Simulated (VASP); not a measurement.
# Sb (R-3m) in VASP: further runs, part 2 of 2

VASP 6.6.1. The steps go on from the part before.

**3. Single point, LDA, non-collinear spin, zero start, spin-orbit coupling**

File INCAR:

```
ALGO     = Fast           # electronic algorithm
EDIFF    = 1E-7           # SCF threshold, eV
ENCUT    = 520            # plane-wave cutoff, eV
GGA      = CA             # functional
GGA_COMPAT= False        
ISIF     = 2              # what is computed and relaxed
ISMEAR   = 0              # smearing method
LASPH    = True           # aspherical terms in the spheres
LCHARG   = True           # write CHGCAR
LORBIT   = 11             # projections on sites
LORBMOM  = True         
LREAL    = False          # projectors in reciprocal space
LSORBIT  = True           # spin-orbit coupling
LVHAR    = True         
LWAVE    = False          # write WAVECAR
MAGMOM   = 0 0 0 0 0 0    # initial moments
NBANDS   = 22             # bands
NELM     = 150            # most SCF steps
PREC     = Accurate       # precision mode
SIGMA    = 0.03           # smearing width, eV
```

File KPOINTS:

```
k-points
0
Gamma
  12 12 12
```

File POSCAR:

```
Sb
1.0
    2.1542000000      1.2437279500      3.7580000000
   -2.1542000000      1.2437279500      3.7580000000
    0.0000000000     -2.4874559000      3.7580000000
Sb
2
Direct
    0.2334900000      0.2334900000      0.2334900000
    0.7665100000      0.7665100000      0.7665100000
```

Potentials or basis: VASP PAW LDA potentials, release 64 (Sb).

The run is started by

```console
$ cat potpaw_LDA.64/Sb/POTCAR > POTCAR
$ mpirun -np 1 vasp_ncl > vasp.out
```

OUTCAR:

```text
EDIFF = 1E-7
   ENCUT = 520
   GGA = CA
   ISIF = 2
   ISMEAR = 0
   LASPH = True
   LORBIT = 11
   LREAL = False
   LSORBIT = True
   NELM = 150
   PREC = Accurate

 ion  position               nearest neighbor table
   1  0.233  0.233  0.233-   2 2.91   2 2.91   2 2.91   2 3.35   2 3.35   2 3.35
   2  0.767  0.767  0.767-   1 2.91   1 2.91   1 2.91   1 3.35   1 3.35   1 3.35

  LATTYP: Found a trigonal (rhomboedric) cell.
 ALAT       =     4.5066618304
 COS(alpha) =     0.5430253623

  Lattice vectors:

 A1 = (   2.1542000000,   1.2437279500,   3.7580000000)
 A2 = (  -2.1542000000,   1.2437279500,   3.7580000000)
 A3 = (   0.0000000000,  -2.4874559000,   3.7580000000)

Analysis of symmetry for initial positions (statically):
=====================================================================
 Subroutine PRICEL returns:
 Original cell was already a primitive cell.

 Routine SETGRP: Setting up the symmetry group for a
 trigonal (rhombohedral) supercell.

 Subroutine GETGRP returns: Found 12 space group operations
 (whereof 12 operations were pure point group operations)
 out of a pool of 12 trial point group operations.

The static configuration has the point symmetry D_3d.

Analysis of symmetry for dynamics (positions and initial velocities):
=====================================================================
 Subroutine PRICEL returns:
 Original cell was already a primitive cell.

 Routine SETGRP: Setting up the symmetry group for a
 trigonal (rhombohedral) supercell.

 Subroutine GETGRP returns: Found 12 space group operations
 (whereof 12 operations were pure point group operations)
 out of a pool of 12 trial point group operations.

The dynamic configuration has the point symmetry D_3d.

Analysis of structural, dynamic, and magnetic symmetry:
=====================================================================
[... 811 lines left out ...]
           -0.000  -0.000  -0.000

 orbital moment (y)

 # of ion     p       d       tot
 ----------------------------------------
  1         0.000  -0.000   0.000
  2         0.000  -0.000   0.000
 ----------------------------------------
            0.000  -0.000   0.000

 orbital moment (z)

 # of ion     p       d       tot
 ----------------------------------------
  1         0.000   0.000   0.000
  2         0.000   0.000   0.000
 ----------------------------------------
            0.000   0.000   0.000

 Spin-Orbit-Coupling matrix elements

 Ion:    1  E_soc:     -0.1447393
 l=   1
     0.0000000    -0.0241015    -0.0237325
    -0.0241015     0.0000000    -0.0241015
    -0.0237325    -0.0241015     0.0000000
 l=   2
     0.0000000    -0.0000312     0.0000000    -0.0000312    -0.0001094
    -0.0000312     0.0000000    -0.0000809    -0.0000380    -0.0000312
     0.0000000    -0.0000809     0.0000000    -0.0000809     0.0000000
    -0.0000312    -0.0000380    -0.0000809     0.0000000    -0.0000312
    -0.0001094    -0.0000312     0.0000000    -0.0000312     0.0000000
 l=   3
     0.0000000     0.0000000     0.0000000     0.0000000     0.0000000     0.0000000     0.0000000
     0.0000000     0.0000000     0.0000000     0.0000000     0.0000000     0.0000000     0.0000000
     0.0000000     0.0000000     0.0000000     0.0000000     0.0000000     0.0000000     0.0000000
     0.0000000     0.0000000     0.0000000     0.0000000     0.0000000     0.0000000     0.0000000
     0.0000000     0.0000000     0.0000000     0.0000000     0.0000000     0.0000000     0.0000000
     0.0000000     0.0000000     0.0000000     0.0000000     0.0000000     0.0000000     0.0000000
     0.0000000     0.0000000     0.0000000     0.0000000     0.0000000     0.0000000     0.0000000

 Ion:    2  E_soc:     -0.1447393
 l=   1
     0.0000000    -0.0241015    -0.0237325
    -0.0241015     0.0000000    -0.0241015
    -0.0237325    -0.0241015     0.0000000
 l=   2
     0.0000000    -0.0000312     0.0000000    -0.0000312    -0.0001094
    -0.0000312     0.0000000    -0.0000809    -0.0000380    -0.0000312
     0.0000000    -0.0000809     0.0000000    -0.0000809     0.0000000
    -0.0000312    -0.0000380    -0.0000809     0.0000000    -0.0000312
    -0.0001094    -0.0000312     0.0000000    -0.0000312     0.0000000
 l=   3
     0.0000000     0.0000000     0.0000000     0.0000000     0.0000000     0.0000000     0.0000000
     0.0000000     0.0000000     0.0000000     0.0000000     0.0000000     0.0000000     0.0000000
     0.0000000     0.0000000     0.0000000     0.0000000     0.0000000     0.0000000     0.0000000
     0.0000000     0.0000000     0.0000000     0.0000000     0.0000000     0.0000000     0.0000000
     0.0000000     0.0000000     0.0000000     0.0000000     0.0000000     0.0000000     0.0000000
     0.0000000     0.0000000     0.0000000     0.0000000     0.0000000     0.0000000     0.0000000
     0.0000000     0.0000000     0.0000000     0.0000000     0.0000000     0.0000000     0.0000000

 total charge

# of ion       s       p       d       tot
------------------------------------------
    1        1.223   1.163   0.037   2.424
    2        1.223   1.163   0.037   2.424
--------------------------------------------------
tot          2.446   2.327   0.075   4.848

 magnetization (x)

# of ion       s       p       d       tot
------------------------------------------
    1        0.000  -0.000  -0.000  -0.000
    2        0.000  -0.000  -0.000  -0.000
--------------------------------------------------
tot          0.000  -0.000  -0.000  -0.000

 magnetization (y)

# of ion       s       p       d       tot
------------------------------------------
    1        0.000   0.000   0.000   0.000
    2        0.000   0.000   0.000   0.000
--------------------------------------------------
tot          0.000   0.000   0.000   0.000

 magnetization (z)

# of ion       s       p       d       tot
------------------------------------------
    1        0.000   0.000   0.000   0.000
    2        0.000   0.000   0.000   0.000
--------------------------------------------------
tot          0.000   0.000   0.000   0.000
```

It took 14 min on 1 thread of Oxide Virtual Turin-like, shared host; peak memory 0.48 GiB.

Results:

| Property | Result |
| --- | --- |
| Free energy | -9.7596 eV |
| Pressure | -0.8 GPa |
| Largest force | 0.114 eV/Å |
| Net moment | 0.00 μB per cell |
| Valence electrons inside the program's atomic spheres | Sb 2.42 |

Forces in eV/Å, atoms in the order of the input:
```
Sb   0.000  0.000  0.114
Sb   0.000  0.000 -0.114
```

Moments on the atoms (μB; x, y, z):
```
Sb  0.00 0.00 0.00
Sb  0.00 0.00 0.00
```
